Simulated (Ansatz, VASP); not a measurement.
**InSb3 in VASP and in Ansatz**

Contents of INCAR:

```
PREC = Accurate ; ENCUT = 520
EDIFF = 1E-7 ; ISMEAR = 0
SIGMA = 0.15 ; LREAL = F
LASPH = T ; NELM = 80
ALGO = Normal ; ISIF = 2
LWAVE = F ; LCHARG = F
GGA = PE ; IVDW = 12
NBANDS = 22
```

The input KPOINTS:

```
regular mesh
0
Gamma
  10 10 10
```

The input POSCAR:

```
InSb3
1.0
    4.3546479838      0.0000000000      0.0000000000
    0.0000000000      4.3546479838      0.0000000000
    0.0000000000      0.0000000000      4.3546479838
In Sb
1 3
Direct
    0.0000000000      0.0000000000      0.0000000000
    0.5000000000      0.0000000000      0.5000000000
    0.0000000000      0.5000000000      0.5000000000
    0.5000000000      0.5000000000      0.0000000000
```

Input for Ansatz:

```yaml
crystal:
  lattice:
    - [4.3546479838, 0.0, 0.0]
    - [0.0, 4.3546479838, 0.0]
    - [0.0, 0.0, 4.3546479838]
  atoms:
    - { symbol: In, position: [0.0, 0.0, 0.0] }
    - { symbol: Sb, position: [0.5, 0.0, 0.5] }
    - { symbol: Sb, position: [0.0, 0.5, 0.5] }
    - { symbol: Sb, position: [0.5, 0.5, 0.0] }
basis:
  ecutwfc: 420
kpoints:
  mp_grid: { grid: [10, 10, 10] }
hamiltonian:
  xc: pbe
  dispersion: d3bj
scf:
  occupations: { method: gaussian, width: 0.15 }
output:
  forces: true
  stress: true
  eigenvalues: true
```

Change from the starting cell: strain -0.080 along x and y, -0.080 along z, atoms carried along.

Alike in both runs: task single point; functional PBE; dispersion D3(BJ); k mesh 10 × 10 × 10; occupations gaussian, width 0.15 eV; no spin polarisation.

```csv
,VASP,Ansatz
version,VASP 6.6.1,Ansatz 0.2.0
potentials or method,"VASP PAW PBE potentials, release 64 (In_d, Sb), cutoff 520 eV","scalar-relativistic, plane waves, PAW"
valence electrons in the cell,28,58
```

VASP gave:

```
gap on the k mesh at the Fermi level (eV) : none
pressure (GPa)                            : 26.1
```

Task: Which values does Ansatz return?

Result: gap on the k mesh at the Fermi level (eV): none; pressure (GPa): 26.0.

A gap of «none» marks a metal or a gap that the smearing closes. VASP's potentials hold 28 valence electrons a cell and Ansatz's 58, so a difference there can come from the potentials and not from the codes.

Neither program's run includes spin-orbit coupling.
